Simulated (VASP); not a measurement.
A run of VASP 6.6.1 is set up as follows.

INCAR

```
PREC     = Accurate       # precision mode
ENCUT    = 500            # plane-wave cutoff, eV
EDIFF    = 1E-6           # SCF threshold, eV
ISMEAR   = -1             # smearing method
SIGMA    = 0.01           # smearing width, eV
LREAL    = F              # projectors in reciprocal space
LASPH    = T              # aspherical terms in the spheres
NELM     = 200            # most SCF steps
ALGO     = Normal         # electronic algorithm
ISIF     = 2              # what is computed and relaxed
LWAVE    = F              # write WAVECAR
LCHARG   = T              # write CHGCAR
MAGMOM   = 0 0 0 0 0 0    # initial moments
LORBIT   = 11             # projections on sites
LSORBIT  = T              # spin-orbit coupling
GGA_COMPAT= F            
LORBMOM  = T            
GGA      = PE             # functional
LVHAR    = T            
NBANDS   = 32             # bands
```

KPOINTS

```
regular mesh
0
Gamma
  8 8 8
```

POSCAR

```
PbS
1.0
    0.0000000000      2.9650000000      2.9650000000
    2.9650000000      0.0000000000      2.9650000000
    2.9650000000      2.9650000000      0.0000000000
Pb S
1 1
Direct
    0.0000000000      0.0000000000      0.0000000000
    0.5000000000      0.5000000000      0.5000000000
```

Potentials or basis: VASP PAW PBE potentials, release 64 (Pb_d, S).

Run with:

```bash
$ cat potpaw_PBE.64/Pb_d/POTCAR potpaw_PBE.64/S/POTCAR > POTCAR
$ mpirun -np 1 vasp_ncl > vasp.out
```

Task: What does it give for the pressure?

Result: 1.9 GPa.

Task: Predict the net moment.

Result: 0.00 μB per cell.

Moments on the atoms (μB; x, y, z):
```
Pb  0.00 0.00 0.00
S   0.00 0.00 0.00
```
